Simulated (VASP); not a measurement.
# BAs (rocksalt type): single point with PBE

Crystal: BAs (rocksalt type).

```
B As
1.0
     0.00000    2.06847    2.06847
     2.06847    0.00000    2.06847
     2.06847    2.06847    0.00000
B As
1 1
Direct
  0.00000 0.00000 0.00000
  0.50000 0.50000 0.50000
```

This cell differs from its parent crystal: volume scaled by 0.72.

| Property | Result |
| --- | --- |
| Program | VASP 6.6.1 |
| Task | single point |
| Functional | PBE |
| Potentials or basis | VASP PAW PBE potentials, release 64 (B, As) |
| Cutoff | 520 eV |
| k mesh | 15 × 15 × 15 |
| Occupations | fermi-dirac, width 0.08 eV |
| Spin | no spin polarisation |
| Dipole correction | no |
| Further INCAR settings | ALGO = Normal; EDIFF = 1e-07; NBANDS = 11 |

```json
{
  "Pressure": "85.9 GPa",
  "Band gap on the k mesh": "zero (band 4 reaches 13.14 eV, above the bottom of band 5 at 9.35 eV)"
}
```

Levels at points of the mesh, in eV from the Fermi level:
```csv
k point,band 2,band 3,band 4,band 5,band 6,band 7
"(0.00, 0.00, 0.00)",-0.22,-0.22,-0.22,8.84,8.98,8.98
```

Wall time 11 s on 1 thread of Intel(R) Xeon(R) Platinum 8488C (Sapphire Rapids), with other jobs on the host, peak memory 0.15 GiB.
